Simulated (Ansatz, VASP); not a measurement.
WS2: VASP beside Ansatz

```xyz
3
Lattice="3.0507 0.0000 0.0000 0.0000 3.0507 0.0000 0.0000 0.0000 6.3241" Properties=species:S:1:pos:R:3 pbc="T T T"
W     0.0000    0.0000    0.0000
S     1.5253    1.5253    1.7981
S     1.5253    1.5253    4.5260
```

Change from the starting cell: species swapped into the Ga2Cu type (P4/mmm, No. 123).

Alike in both runs: task single point; functional PBE; k mesh 6 × 6 × 4; occupations gaussian, width 0.1 eV; collinear spin.

|  | VASP | Ansatz |
| --- | --- | --- |
| version | VASP 6.6.1 | Ansatz 0.2.0 |
| potentials or method | VASP PAW PBE potentials, release 64 (W_sv, S), cutoff 520 eV | scalar-relativistic, plane waves, PAW |
| valence electrons in the cell | 26 | 26 |

```csv
,VASP,Ansatz,Ansatz less VASP
gap on the k mesh at the Fermi level (eV),none,none,-
pressure (GPa),-18.4,-18.3,+0.06
"traceless stress, the component that is largest in VASP (GPa)",-9.20,-9.21,-0.009
rms of the force components (eV/Å),2.053,2.052,-0.0014
net moment per atom (μB),0.00,0.03,+0.029
size of the moment on the site where the two differ most (μB),0.00,0.08,+0.076
```

Site moments also hang on the region over which each program counts them. Atom by atom the forces differ by 0.001 eV/Å (rms over components). A gap of «none» marks a metal or a gap that the smearing closes. The functional is the same, so the differences come from potentials, cutoffs and numerics. Ansatz's warnings: no starting moments.

Neither program's run includes spin-orbit coupling.
